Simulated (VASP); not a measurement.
# MgO (Fm-3m) in VASP: vibrations by perturbation theory with RPBE

Aim: the vibrations by perturbation theory of MgO with RPBE.

All numbers are computed with VASP 6.6.1; they aren't measurements. Logs are shortened: lines on timing, memory, paths and dates and some standing lists are left out, and cuts for length are marked.

## (1) The cell of the first run

The structure is cubic, space group Fm-3m (No. 225). Conventional cell: a = 4.299 Å, b = 4.299 Å, c = 4.299 Å, α = 90.00°, β = 90.00°, γ = 90.00°. Mg (site symmetry m-3m) has 6 O at 2.15 Å within 2.8 Å. O (site symmetry m-3m) has 6 Mg at 2.15 Å within 2.8 Å.

## (2) Vibrations by perturbation theory, RPBE

INCAR

```
PREC = Accurate ; ENCUT = 600
EDIFF = 1E-8 ; ISMEAR = 0
SIGMA = 0.01 ; LREAL = F
LASPH = T ; NELM = 120
ALGO = Normal ; ISIF = 2
LWAVE = F ; LCHARG = T
GGA = RP ; NBANDS = 11
IBRION = 8 ; NSW = 1
LEPSILON = T ; GGA_COMPAT = F
```

KPOINTS

```
Automatic mesh
0
Gamma
  10 10 10
```

POSCAR

```
MgO
1.0
    0.0000000000      2.1494055505      2.1494055505
    2.1494055505      0.0000000000      2.1494055505
    2.1494055505      2.1494055505      0.0000000000
Mg O
1 1
Direct
    0.0000000000      0.0000000000      0.0000000000
    0.5000000000      0.5000000000      0.5000000000
```

Potentials or basis: VASP PAW PBE potentials, release 64 (Mg, O).

The run is started by

```sh
$ cat potpaw_PBE.64/Mg/POTCAR potpaw_PBE.64/O/POTCAR > POTCAR
$ mpirun -np 1 vasp_std > vasp.out
```

OUTCAR:

```text
PREC = Accurate
   ENCUT = 600
   EDIFF = 1E-8
   ISMEAR = 0
   LREAL = F
   LASPH = T
   NELM = 120
   ISIF = 2
   GGA = RP
   IBRION = 8
   NSW = 1
   LEPSILON = T

 ion  position               nearest neighbor table
   1  0.000  0.000  0.000-   2 2.15   2 2.15   2 2.15   2 2.15   2 2.15   2 2.15
   2  0.500  0.500  0.500-   1 2.15   1 2.15   1 2.15   1 2.15   1 2.15   1 2.15

  LATTYP: Found a face centered cubic cell.
 ALAT       =     4.2988111010

  Lattice vectors:

 A1 = (   0.0000000000,   2.1494055505,   2.1494055505)
 A2 = (   2.1494055505,   0.0000000000,   2.1494055505)
 A3 = (   2.1494055505,   2.1494055505,   0.0000000000)

Analysis of symmetry for initial positions (statically):
=====================================================================
 Subroutine PRICEL returns:
 Original cell was already a primitive cell.

 Routine SETGRP: Setting up the symmetry group for a
 face centered cubic supercell.

 Subroutine GETGRP returns: Found 48 space group operations
 (whereof 48 operations were pure point group operations)
 out of a pool of 48 trial point group operations.

The static configuration has the point symmetry O_h .

Analysis of symmetry for dynamics (positions and initial velocities):
=====================================================================
 Subroutine PRICEL returns:
 Original cell was already a primitive cell.

 Routine SETGRP: Setting up the symmetry group for a
 face centered cubic supercell.

 Subroutine GETGRP returns: Found 48 space group operations
 (whereof 48 operations were pure point group operations)
 out of a pool of 48 trial point group operations.

The dynamic configuration has the point symmetry O_h .

 Subroutine INISYM returns: Found 48 space group operations
 (whereof 48 operations are pure point group operations),
 and found     1 'primitive' translations

----------------------------------------------------------------------------------------

                                     Primitive cell

  volume of cell :      19.8603

  direct lattice vectors                    reciprocal lattice vectors
     0.000000000  2.149405551  2.149405551    -0.232622457  0.232622457  0.232622457
     2.149405551  0.000000000  2.149405551     0.232622457 -0.232622457  0.232622457
     2.149405551  2.149405551  0.000000000     0.232622457  0.232622457 -0.232622457

  length of vectors
     3.039718481  3.039718481  3.039718481     0.402913914  0.402913914  0.402913914

  position of ions in fractional coordinates (direct lattice)
     0.000000000  0.000000000  0.000000000
     0.500000000  0.500000000  0.500000000

  ion indices of the primitive-cell ions
   primitive index   ion index
                 1           1
                 2           2

----------------------------------------------------------------------------------------

 KPOINTS: Automatic mesh

Automatic generation of k-mesh.
 Grid dimensions read from file:
 generate k-points for:   10   10   10

 Generating k-lattice:

  Cartesian coordinates                     Fractional coordinates (reciprocal lattice)
    -0.023262246  0.023262246  0.023262246     0.100000000  0.000000000  0.000000000
     0.023262246 -0.023262246  0.023262246     0.000000000  0.100000000  0.000000000
     0.023262246  0.023262246 -0.023262246     0.000000000  0.000000000  0.100000000
[... 484 lines left out ...]
  free energy    TOTEN  =        -0.13536028 eV

  energy without entropy =       -0.13536028

------------------------ aborting loop because EDIFF is reached ----------------------------------------

--------------------------------------- Ionic step        2  -------------------------------------------

------------------------ aborting loop because EDIFF is reached ----------------------------------------

--------------------------------------- Ionic step        3  -------------------------------------------

------------------------ aborting loop because EDIFF is reached ----------------------------------------

 PIEZOELECTRIC TENSOR FIELD DIRECTION 3  (e Angst)
 -----------------------------------------------------------------------------
    -0.00015  0.00000  0.00000           ( -0.00001  0.00000  0.00000)
     0.00000 -0.00015  0.00000           (  0.00000 -0.00001  0.00000)
     0.00000  0.00000 -0.00017           (  0.00000  0.00000 -0.00001)

 PIEZOELECTRIC TENSOR FIELD DIRECTION 3  (C/m^2)
 -----------------------------------------------------------------------------
    -0.00012  0.00000  0.00000
     0.00000 -0.00012  0.00000
     0.00000  0.00000 -0.00014

--------------------------------------- Ionic step        4  -------------------------------------------

------------------------ aborting loop because EDIFF is reached ----------------------------------------

[... ionic steps 5 to 6 ...]

--------------------------------------- Ionic step        7  -------------------------------------------

 Free energy of the ion-electron system (eV)
  ---------------------------------------------------
  ---------------------------------------------------
  free energy    TOTEN  =        -0.36022793 eV

  energy without entropy =       -0.36022793

------------------------ aborting loop because EDIFF is reached ----------------------------------------

 INTERNAL STRAIN TENSOR  FOR ION    2  DIRECTION 1   (eV/Angst):
 -----------------------------------------------------------------------------
    -0.00421 -0.00000  0.00000
    -0.00000  0.00682 -0.00000
     0.00000 -0.00000  0.00682

 MACROSCOPIC STATIC DIELECTRIC TENSOR (including local field effects in DFT)
 ------------------------------------------------------
           3.192720    -0.000000     0.000000
          -0.000000     3.192720     0.000000
           0.000000     0.000000     3.192720
 ------------------------------------------------------

 PIEZOELECTRIC TENSOR (including local field effects)  for field in x, y, z        (e  Angst)
          XX          YY          ZZ          XY          YZ          ZX
  --------------------------------------------------------------------------------
  x     0.00000     0.00000     0.00000     0.00000     0.00000     0.00000
  y     0.00000     0.00000     0.00000     0.00000     0.00000     0.00000
  z     0.00000     0.00000     0.00000     0.00000     0.00000     0.00000

 PIEZOELECTRIC TENSOR (including local field effects)  for field in x, y, z        (C/m^2)
          XX          YY          ZZ          XY          YZ          ZX
  --------------------------------------------------------------------------------
  x     0.00000     0.00000     0.00000     0.00000     0.00000     0.00000
  y     0.00000     0.00000     0.00000     0.00000     0.00000     0.00000
  z     0.00000     0.00000     0.00000     0.00000     0.00000     0.00000

 BORN EFFECTIVE CHARGES (including local field effects) (in |e|, cummulative output)
 ---------------------------------------------------------------------------------
 ion    1
    1     1.99671    -0.00000     0.00000
    2    -0.00000     1.99671     0.00000
    3    -0.00000    -0.00000     1.99671
 ion    2
    1    -1.99671     0.00000    -0.00000
    2     0.00000    -1.99671    -0.00000
    3     0.00000     0.00000    -1.99671

 INTERNAL STRAIN TENSOR FOR ION    2 for displacements in x,y,z  (eV/Angst):
          X           Y           Z          XY          YZ          ZX
  --------------------------------------------------------------------------------
  x     0.00000     0.00000     0.00000     0.00000     0.00000     0.00000
  y     0.00000     0.00000     0.00000     0.00000     0.00000     0.00000
  z     0.00000     0.00000     0.00000     0.00000     0.00000     0.00000

 SECOND DERIVATIVES (NOT SYMMETRIZED)
 ------------------------------------
               1X          1Y          1Z          2X          2Y          2Z
  1X    -4.252509    0.000000    0.000000    4.252509    0.000000    0.000000
  1Y     0.000000   -4.252509    0.000000    0.000000    4.252509    0.000000
  1Z     0.000000    0.000000   -4.252509    0.000000    0.000000    4.252509
  2X     4.240898    0.000000    0.000000   -4.240898    0.000000    0.000000
  2Y     0.000000    4.240898    0.000000    0.000000   -4.240898    0.000000
  2Z     0.000000    0.000000    4.240898    0.000000    0.000000   -4.240898

 Eigenvectors and eigenvalues of the dynamical matrix
 ----------------------------------------------------

   1 f  =   10.370204 THz    65.157913 2PiTHz  345.912767 cm-1    42.887698 meV
             X         Y         Z           dx          dy          dz
      0.000000  0.000000  0.000000     0.601594   -0.186146    0.032595
      2.149406  2.149406  2.149406    -0.740453    0.229112   -0.040118
[... 21 lines left out ...]
   6 f/i=    0.006938 THz     0.043593 2PiTHz    0.231426 cm-1     0.028693 meV
             X         Y         Z           dx          dy          dz
      0.000000  0.000000  0.000000    -0.068040    0.212242    0.743435
      2.149406  2.149406  2.149406    -0.055280    0.172440    0.604017

--------------------------------------------------------------------------------------------------------

 MACROSCOPIC STATIC DIELECTRIC TENSOR IONIC CONTRIBUTION
 ------------------------------------------------------
           8.553807    -0.000000    -0.000000
          -0.000000     8.553807    -0.000000
          -0.000000    -0.000000     8.553807
 ------------------------------------------------------

 ELASTIC MODULI CONTR FROM IONIC RELAXATION (kBar)
 Direction    XX          YY          ZZ          XY          YZ          ZX
 --------------------------------------------------------------------------------
 XX           0.0000      0.0000      0.0000      0.0000      0.0000      0.0000
 YY           0.0000      0.0000      0.0000      0.0000      0.0000      0.0000
 ZZ           0.0000      0.0000      0.0000      0.0000      0.0000      0.0000
 XY           0.0000      0.0000      0.0000      0.0000      0.0000      0.0000
 YZ           0.0000      0.0000      0.0000      0.0000      0.0000      0.0000
 ZX           0.0000      0.0000      0.0000      0.0000      0.0000      0.0000
 --------------------------------------------------------------------------------

 PIEZOELECTRIC TENSOR IONIC CONTR  for field in x, y, z        (C/m^2)
          XX          YY          ZZ          XY          YZ          ZX
  --------------------------------------------------------------------------------
  x     0.00000     0.00000     0.00000     0.00000     0.00000     0.00000
  y     0.00000     0.00000     0.00000     0.00000     0.00000     0.00000
  z     0.00000     0.00000     0.00000     0.00000     0.00000     0.00000
```

It took 65 s on 1 thread of Intel Xeon 6975P-C (Granite Rapids), shared host; peak memory 0.21 GiB.

Results:

```
Electronic dielectric tensor (diagonal)                 : 3.19
Born charges (mean of the diagonal)                     : Mg +2.00; O -2.00 e
Highest phonon frequency at Γ, LO-TO splitting left out : 346 cm⁻¹
```

Phonon frequencies in cm⁻¹ (negative: imaginary):
| q point | frequencies |
| --- | --- |
| (0.000, 0.000, 0.000) | 0 0 0 346 346 346 |

Electronic dielectric tensor:
```
3.19 0.00 0.00
0.00 3.19 0.00
0.00 0.00 3.19
```

Born effective charge tensors (e):
atom 1, Mg
```
2.00 0.00 0.00
0.00 2.00 0.00
0.00 0.00 2.00
```
atom 2, O
```
-2.00  0.00  0.00
 0.00 -2.00  0.00
 0.00  0.00 -2.00
```

Caveat: the cell stands under pressure or tension, which shifts response properties.
